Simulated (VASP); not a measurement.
# Sr (R-3m) in VASP: further runs

Sr is run at these levels: r2SCAN; tasks: single point.

Program: VASP 6.6.1. These are calculated values, not measurements. Logs are shortened: lines on timing, memory, paths and dates and some standing lists are left out, and cuts for length are marked.

**1. The cell of the first run**

The structure is trigonal, space group R-3m (No. 166). Conventional cell: a = 8.642 Å, b = 8.642 Å, c = 2.646 Å, α = 90.00°, β = 90.00°, γ = 120.00°. Within 3.5 Å of Sr (site symmetry -3m) lie 2 Sr at 2.65 Å.

**2. Single point, r2SCAN**

The input, POSCAR:

```
Sr
1.0
   -3.5645266370      2.5460904550      2.5460904550
    2.5460904550     -3.5645266370      2.5460904550
    2.5460904550      2.5460904550     -3.5645266370
Sr
1
Direct
    0.0000000000      0.0000000000      0.0000000000
```

The input, INCAR.step1:

```
SYSTEM = Sr
ALGO = Normal ; EDIFF = 1E-4
ENCUT = 520 ; GGA = PE
ISMEAR = 0 ; LASPH = .True.
LCHARG = .False. ; LREAL = .False.
LWAVE = .True. ; NBANDS = 11
NELM = 100 ; PREC = Accurate
SIGMA = 0.15
```

The input, INCAR.step2:

```
SYSTEM = Sr
ALGO = Normal ; EDIFF = 1E-6
ENCUT = 520 ; ISIF = 2
ISMEAR = 0 ; ISTART = 1
LASPH = .True. ; LCHARG = .True.
LELF = .True. ; LMIXTAU = .True.
LREAL = .False. ; LVHAR = .True.
LWAVE = .False. ; METAGGA = R2SCAN
NBANDS = 11 ; NELM = 100
PREC = Accurate ; SIGMA = 0.15
```

The input, KPOINTS:

```
k-points
0
Gamma
  16 16 16
  0 0 0
```

Potentials or basis: VASP PAW PBE potentials, release 64 (Sr_sv).

Started as:

```sh
> cat potpaw_PBE.64/Sr_sv/POTCAR > POTCAR
> cp INCAR.step1 INCAR
> mpirun -np 1 vasp_std > vasp.out
> cp INCAR.step2 INCAR
> mpirun -np 1 vasp_std > vasp.out
```

OUTCAR:

```text
SYSTEM = Sr
   EDIFF = 1E-6
   ENCUT = 520
   ISIF = 2
   ISMEAR = 0
   ISTART = 1
   LASPH = .True.
   LREAL = .False.
   METAGGA = R2SCAN
   NELM = 100
   PREC = Accurate

 ion  position               nearest neighbor table
   1  0.000  0.000  0.000-

  LATTYP: Found a trigonal (rhomboedric) cell.
 ALAT       =     5.0666560329
 COS(alpha) =    -0.4545454545

  Lattice vectors:

 A1 = (  -3.5645266370,   2.5460904550,   2.5460904550)
 A2 = (   2.5460904550,  -3.5645266370,   2.5460904550)
 A3 = (   2.5460904550,   2.5460904550,  -3.5645266370)

Analysis of symmetry for initial positions (statically):
=====================================================================
 Subroutine PRICEL returns:
 Original cell was already a primitive cell.

 Routine SETGRP: Setting up the symmetry group for a
 trigonal (rhombohedral) supercell.

 Subroutine GETGRP returns: Found 12 space group operations
 (whereof 12 operations were pure point group operations)
 out of a pool of 12 trial point group operations.

The static configuration has the point symmetry D_3d.

Analysis of symmetry for dynamics (positions and initial velocities):
=====================================================================
 Subroutine PRICEL returns:
 Original cell was already a primitive cell.

 Routine SETGRP: Setting up the symmetry group for a
 trigonal (rhombohedral) supercell.

 Subroutine GETGRP returns: Found 12 space group operations
 (whereof 12 operations were pure point group operations)
 out of a pool of 12 trial point group operations.

The dynamic configuration has the point symmetry D_3d.

 Subroutine INISYM returns: Found 12 space group operations
 (whereof 12 operations are pure point group operations),
 and found     1 'primitive' translations

----------------------------------------------------------------------------------------

                                     Primitive cell

  volume of cell :      57.0421

  direct lattice vectors                    reciprocal lattice vectors
    -3.564526637  2.546090455  2.546090455     0.109099729  0.272749322  0.272749322
     2.546090455 -3.564526637  2.546090455     0.272749322  0.109099729  0.272749322
     2.546090455  2.546090455 -3.564526637     0.272749322  0.272749322  0.109099729

  length of vectors
     5.066656033  5.066656033  5.066656033     0.400857999  0.400857999  0.400857999

  position of ions in fractional coordinates (direct lattice)
[... 83 lines left out ...]
   ISIF   =      2    stress and relaxation
   ISYM   =      2    0-nonsym 1-usesym 2-fastsym
   POTIM  = 0.5000    time-step for ionic-motion
   TEBEG  =    0.0;   TEEND  =   0.0 temperature during run
   PSTRESS=    0.0 pullay stress
   NELECT =      10.0000    total number of electrons
   NUPDOWN=      -1.0000    fix difference up-down
   EMIN   =  10.00;   EMAX   =-10.00  energy-range for DOS
   EFERMI =   0.00;   METHOD = LEGACY
   ISMEAR =     0;   SIGMA  =   0.15  broadening in eV -4-tet -1-fermi 0-gaus
   EFERMI_NEDOS =   21; number of points for ismear=-14 and -15
   IALGO  =     38    algorithm
   IMIX   =      4    mixing-type and parameters
     AMIX     =   0.40;   BMIX     =  1.00
     AMIX_MAG =   1.60;   BMIX_MAG =  1.00
  volume/ion in A,a.u.               =      57.04       384.94
  Fermi-wavevector in a.u.,A,eV,Ry     =   0.916241  1.731445 11.422060  0.839498
  Thomas-Fermi vector in A             =   2.041074
   LORBIT       =      0    0 simple, 1 ext, 2 COOP (PROOUT), +10 PAW based schemes
   METAGGA = R2SCAN    functional components
   LHFCALC =     F    Hartree Fock is set to
   AEXX    =    0.0000 exact exchange contribution
   IVDW    =     0    specifies the selected vdW correction
   LEPSILON=     F    determine dielectric tensor
   LRPA    =     F    only Hartree local field effects (RPA)
 non-spin polarized calculation
 Gauss-broadening in eV      SIGMA  =   0.15
  energy-cutoff  :      520.00
  volume of cell :       57.04
 maximum number of plane-waves:      1566
 NGX is ok and might be reduce to    40

 number of electron      10.0000000 magnetization

 Free energy of the ion-electron system (eV)
  ---------------------------------------------------
  ext. energy  EPLUGINS =         0.00000000
  ---------------------------------------------------
  free energy    TOTEN  =       -12.84286894 eV

  energy without entropy =      -12.80880066  energy(sigma->0) =      -12.82583480

 E-fermi :   0.9515     XC(G=0):  -7.4585

 val. band max:        0.9479082287   @ k =   0.4375   0.0625   0.0000
 cond. band min:       0.9565413238   @ k =  -0.2500   0.5000   0.1875
 fundamental gap:      0.0086330950
 Fermi energy:         0.9515402275

 k-point     1 :       0.0000    0.0000    0.0000
  band No.  band energies     occupation
      1     -37.7851      2.00000
      2     -18.9421      2.00000
      3     -18.9421      2.00000
      4     -16.8351      2.00000
      5      -1.9183      2.00000
      6       1.3794      0.00005
      7       2.4701      0.00000
      8       2.4701      0.00000
      9       6.6933      0.00000
     10       8.0585      0.00000
     11       8.0585      0.00000
[... 309 lines left out ...]
 k-point    24 :      -0.0625    0.0625    0.0000
  band No.  band energies     occupation
      1     -37.7851      2.00000
      2     -18.9435      2.00000
      3     -18.9425      2.00000
      4     -16.8352      2.00000
      5      -1.8746      2.00000
      6       1.3783      0.00006
      7       2.3991      0.00000
      8       2.5060      0.00000
      9       6.8206      0.00000
     10       7.8093      0.00000
     11       7.9693      0.00000

 [... further k-points ...]

------------------------ aborting loop because EDIFF is reached ----------------------------------------

  FORCE on cell =-STRESS in cart. coord.  units (eV):
  Direction    XX          YY          ZZ          XY          YZ          ZX
  --------------------------------------------------------------------------------------
  -------------------------------------------------------------------------------------
  Total        1.1497144      1.1497144      1.1497144      3.0594127      3.0594127      3.0594127
  in kB       32.2927719     32.2927719     32.2927719     85.9317049     85.9317049     85.9317049
  external PRESSURE =      32.2927719 kB  Pullay stress =       0.0000000 kB

 VOLUME and BASIS-vectors are now :
 -----------------------------------------------------------------------------
  energy-cutoff  :      520.00
  volume of cell :       57.04
      direct lattice vectors                 reciprocal lattice vectors
    -3.564526637  2.546090455  2.546090455     0.109099729  0.272749322  0.272749322
     2.546090455 -3.564526637  2.546090455     0.272749322  0.109099729  0.272749322
     2.546090455  2.546090455 -3.564526637     0.272749322  0.272749322  0.109099729

 POSITION                                       TOTAL-FORCE (eV/Angst)
 -----------------------------------------------------------------------------------
      0.00000      0.00000      0.00000        -0.000000      0.000000      0.000000
 -----------------------------------------------------------------------------------
    total drift:                                0.000000      0.000000     -0.000000

  FREE ENERGIE OF THE ION-ELECTRON SYSTEM (eV)
  ---------------------------------------------------
  free  energy   TOTEN  =       -12.8428689392 eV

  energy  without entropy=      -12.8088006565  energy(sigma->0) =      -12.82583480
```

OUTCAR.step1:

```text
SYSTEM = Sr
   EDIFF = 1E-4
   ENCUT = 520
   GGA = PE
   ISMEAR = 0
   LASPH = .True.
[... 555 lines left out ...]
 -----------------------------------------------------------------------------------
      0.00000      0.00000      0.00000        -0.000000      0.000000     -0.000000
 -----------------------------------------------------------------------------------
    total drift:                                0.000000      0.000000     -0.000000

  FREE ENERGIE OF THE ION-ELECTRON SYSTEM (eV)
  ---------------------------------------------------
  free  energy   TOTEN  =         0.5820244172 eV

  energy  without entropy=        0.6177629867  energy(sigma->0) =        0.59989370
```

Wall time 16 min (1 thread of Intel Xeon 6975P-C (Granite Rapids), shared host); peak memory 0.45 GiB.

Results:

```
Free energy            : -12.8429 eV
Pressure               : 3.2 GPa
Band gap on the k mesh : zero (bands 5 and 6 overlap by 0.94 eV)
```

Levels at points of the mesh, in eV from the Fermi level:
```
           k point  band 2  band 3  band 4  band 5  band 6  band 7  band 8  band 9
(0.00, 0.00, 0.00)  -19.89  -19.89  -17.79   -2.87    0.43    1.52    1.52    5.74
(0.50, 0.00, 0.00)  -22.27  -19.15  -19.15   -0.38    0.01    3.93    3.96    4.55
(0.50, 0.50, 0.00)  -19.93  -19.90  -17.79   -0.88   -0.25    0.39    2.79    3.24
(0.50, 0.50, 0.50)  -22.27  -19.16  -19.16   -0.42   -0.42    4.93    4.93    5.85
```

Caveat: the cell stands under pressure; the PAW data sets were made with another functional, which shifts forces and pressure a little.

**3. Single point, r2SCAN**

This run uses another cell than the first one, of the same volume but with other edges.

The input, POSCAR:

```
Sr
1.0
   -2.9810340495      2.4555022110      2.4555022110
    2.4555022110     -2.9810340495      2.4555022110
    2.4555022110      2.4555022110     -2.9810340495
Sr
1
Direct
    0.0000000000      0.0000000000      0.0000000000
```

The input, INCAR.step1:

```
SYSTEM = Sr
PREC = Accurate
ENCUT = 520
ISMEAR = 0
SIGMA = 0.15
LREAL = .False.
LASPH = .True.
NELM = 100
NBANDS = 11
GGA = PE
ALGO = Normal
EDIFF = 1E-4
LWAVE = .True.
LCHARG = .False.
```

The input, INCAR.step2:

```
SYSTEM = Sr
PREC = Accurate
ENCUT = 520
EDIFF = 1E-7
ISMEAR = 0
SIGMA = 0.15
LREAL = .False.
LASPH = .True.
NELM = 100
ALGO = Normal
ISIF = 2
LWAVE = .False.
LCHARG = .False.
METAGGA = R2SCAN
LMIXTAU = .True.
NBANDS = 11
ISTART = 1
```

The input, KPOINTS:

```
regular mesh
0
Gamma
  16 16 16
  0 0 0
```

Potentials or basis: VASP PAW PBE potentials, release 64 (Sr_sv).

Started as:

```sh
> cat potpaw_PBE.64/Sr_sv/POTCAR > POTCAR
> cp INCAR.step1 INCAR
> mpirun -np 1 vasp_std > vasp.out
> cp INCAR.step2 INCAR
> mpirun -np 1 vasp_std > vasp.out
```

It took 8.3 min on 1 thread of Intel Xeon 6975P-C (Granite Rapids), shared host; peak memory 0.41 GiB.

The run converged. Its results:

* Free energy: -14.6210 eV
* Pressure: 0.6 GPa
* Band gap on the k mesh: zero (bands 5 and 6 overlap by 0.93 eV)

Stress tensor (GPa, compression positive):
```
0.62 4.44 4.44
4.44 0.62 4.44
4.44 4.44 0.62
```

Levels at points of the mesh, in eV from the Fermi level:
| k point | band 2 | band 3 | band 4 | band 5 | band 6 | band 7 | band 8 | band 9 |
| --- | --- | --- | --- | --- | --- | --- | --- | --- |
| (0.00, 0.00, 0.00) | -19.52 | -19.52 | -19.32 | -3.54 | 1.09 | 2.38 | 2.38 | 5.41 |
| (0.50, 0.00, 0.00) | -20.23 | -19.45 | -19.42 | -0.30 | 1.37 | 1.47 | 3.22 | 3.70 |
| (0.50, 0.50, 0.00) | -19.61 | -19.54 | -19.32 | -1.22 | -0.34 | 0.78 | 4.72 | 4.89 |
| (0.50, 0.50, 0.50) | -20.22 | -19.46 | -19.46 | 0.04 | 0.04 | 4.28 | 4.28 | 4.58 |

Caveat: the PAW data sets were made with another functional, which shifts forces and pressure a little.
